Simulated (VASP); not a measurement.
Wanted: the native input for a VASP 6.6.1 run.

* Task: single point
* Functional: PBE
* Potentials or basis: VASP PAW PBE potentials, release 64 (Ir)
* Cutoff: 520 eV
* k mesh: 22 × 22 × 22
* Occupations: gaussian, width 0.15 eV
* Spin: no spin polarisation
* Dipole correction: no
* Further INCAR settings: ALGO = Normal; EDIFF = 1e-06; NBANDS = 10

The structure of Ir lies in POSCAR:

```
Ir
1.0
    0.0000000000      1.8574803398      2.1676795565
    1.8574803398      0.0000000000      2.1676795565
    1.8574803398      1.8574803398      0.0000000000
Ir
1
Direct
    0.0000000000      0.0000000000      0.0000000000
```

One way to write it, as run:

INCAR

```
SYSTEM = Ir
PREC     = Accurate       ! precision mode
ENCUT    = 520            ! plane-wave cutoff, eV
EDIFF    = 1E-6           ! SCF threshold, eV
ISMEAR   = 0              ! smearing method
SIGMA    = 0.15           ! smearing width, eV
LREAL    = .False.        ! projectors in reciprocal space
LASPH    = .True.         ! aspherical terms in the spheres
NELM     = 60             ! most SCF steps
ALGO     = Normal         ! electronic algorithm
ISIF     = 2              ! what is computed and relaxed
LWAVE    = .False.        ! write WAVECAR
LCHARG   = .False.        ! write CHGCAR
GGA      = PE             ! functional
NBANDS   = 10             ! bands
```

KPOINTS

```
Automatic mesh
0
Gamma
  22 22 22
  0 0 0
```

Potentials or basis: VASP PAW PBE potentials, release 64 (Ir).

The run is started by

```console
$ cat potpaw_PBE.64/Ir/POTCAR > POTCAR
$ mpirun -np 1 vasp_std > vasp.out
```

Results of the run:

```yaml
Pressure: -4.0 GPa
Band_gap_on_the_k_mesh: zero (an odd number of electrons rules out a gap without spin polarisation)
```

Caveat: the cell stands under tension; spin-orbit coupling is left out, which moves the levels of the heavy elements.

It took 33 s on 1 thread of Intel(R) Xeon(R) 6975P-C (Granite Rapids), with other jobs on the host, peak memory 0.25 GiB.
